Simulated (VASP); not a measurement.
Set up this calculation in VASP 6.6.1, as the native input.

- Task: relaxation of cell and atoms
- Functional: LDA
- Potentials or basis: VASP PAW LDA potentials, release 64 (Cs_sv)
- Cutoff: 500 eV
- k mesh: 5 × 5 × 5
- Occupations: gaussian, width 0.05 eV
- Spin: no spin polarisation
- Target pressure: 15 GPa
- Dipole correction: no
- Further INCAR settings: ALGO = Normal; EDIFF = 1e-07; IBRION = 2; EDIFFG = -0.02; NSW = 80; ISIF = 3

The structure of Cs lies in POSCAR:

```
Cs
1.0
   -3.0350000000      3.0350000000      3.0350000000
    3.0350000000     -3.0350000000      3.0350000000
    3.0350000000      3.0350000000     -3.0350000000
Cs
1
Direct
    0.0000000000      0.0000000000      0.0000000000
```

These files were run (other wordings do the same):

INCAR

```
PREC = Accurate ; ENCUT = 500
EDIFF = 1E-7 ; ISMEAR = 0
SIGMA = 0.05 ; LREAL = False
LASPH = True ; NELM = 120
ALGO = Normal ; ISIF = 3
LWAVE = False ; LCHARG = False
IBRION = 2 ; NSW = 80
EDIFFG = -0.02 ; PSTRESS = 150.0
GGA_COMPAT = False ; NELMIN = 4
```

KPOINTS

```
regular mesh
0
Gamma
  5 5 5
```

Potentials or basis: VASP PAW LDA potentials, release 64 (Cs_sv).

Launch:

```sh
$ cat potpaw_LDA.64/Cs_sv/POTCAR > POTCAR
$ mpirun -np 1 vasp_std > vasp.out
```

It gave:

```
Relaxed volume                                             : 29.01 Å³/atom
Relaxed cell                                               : a = 3.352 Å, b = 3.352 Å, c = 3.352 Å, α = 109.47°, β = 109.47°, γ = 109.47°
Space group after relaxing (to 0.1 Å)                      : Im-3m (No. 229)
Energy change on relaxing (the run minimises the enthalpy) : +1191.0 meV/atom
Ionic steps                                                : 10
Pressure after relaxing                                    : 15.0 GPa
Band gap on the k mesh                                     : zero (an odd number of electrons rules out a gap without spin polarisation)
```

Caveat: the cell is relaxed towards a set pressure, so the run minimises the enthalpy, not the energy; the volume moved by over 15 % at a fixed basis, so the end points are rough; spin-orbit coupling is left out, which moves the levels of the heavy elements.

It took 33 s on 1 thread of Intel(R) Xeon(R) 6975P-C (Granite Rapids), on a shared host, peak memory 0.23 GiB.
